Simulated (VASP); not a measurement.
The system is Si3C.

```xyz
4
Lattice="3.4318 0.0000 0.0000 0.0000 3.4318 0.0000 0.0000 0.0000 5.0004" Properties=species:S:1:pos:R:3 pbc="T T T"
C     0.0000    0.0000    0.0000
Si    0.0000    1.7159    1.0161
Si    1.7159    1.7159    2.5002
Si    1.7159    0.0000    3.9844
```

Base run:

| Item | Value |
| --- | --- |
| Program | VASP 6.6.1 |
| Functional | r2SCAN |
| Potentials or basis | VASP PAW PBE potentials, release 64 (C, Si) |
| Cutoff | 520 eV |
| k mesh | 8 × 8 × 6 |
| Occupations | fermi-dirac, width 0.02 eV |
| Spin | no spin polarisation |

Its results: band gap on the k mesh zero (band 8 reaches 7.84 eV, above the bottom of band 9 at 7.50 eV); pressure -0.3 GPa; largest force 0.013 eV/Å.

The run is repeated on the same cell with these changes: functional from r2SCAN to PBE; further incar settings from ALGO = Normal; EDIFF = 1e-06; NBANDS = 16 to ALGO = Normal; EDIFF = 1e-07; NBANDS = 16. What comes out?

Band gap on the k mesh zero (band 8 reaches 7.87 eV, above the bottom of band 9 at 7.40 eV); pressure 1.6 GPa; largest force 0.155 eV/Å.

Caveats: the PAW data sets were made with another functional, which shifts forces and pressure a little (some runs).
